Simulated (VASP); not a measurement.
Input of a VASP 6.6.1 run:

Contents of INCAR:

```
SYSTEM = AlO2
  PREC = Accurate
  ENCUT = 520
  EDIFF = 1E-6
  ISMEAR = 0
  SIGMA = 0.1
  LREAL = .FALSE.
  LASPH = .TRUE.
  NELM = 100
  ALGO = Normal
  ISIF = 2
  LWAVE = .FALSE.
  LCHARG = .FALSE.
  GGA = PE
  NBANDS = 14
```

Contents of KPOINTS:

```
regular mesh
0
G
  18 18 12
  0 0 0
```

File POSCAR:

```
AlO2
1.0
    2.8526447606      0.0000000000      0.0000000000
   -1.4263223803      2.4704628307      0.0000000000
    0.0000000000      0.0000000000      4.2173055744
Al O
1 2
Direct
    0.3333333333      0.6666666667      0.5000000000
    0.0000000000      0.0000000000      0.2563979868
    0.0000000000      0.0000000000      0.7436020132
```

Potentials or basis: VASP PAW PBE potentials, release 64 (Al, O).

Launch:

```console
$ cat potpaw_PBE.64/Al/POTCAR potpaw_PBE.64/O/POTCAR > POTCAR
$ mpirun -np 1 vasp_std > vasp.out
```

(1) Estimate the pressure.

(2) Estimate the largest force.

Answers

(1) -0.1 GPa.

(2) 0.022 eV/Å.

Caveat: an odd number of electrons without spin polarisation forces a metal; a magnetic or distorted state may lie lower.
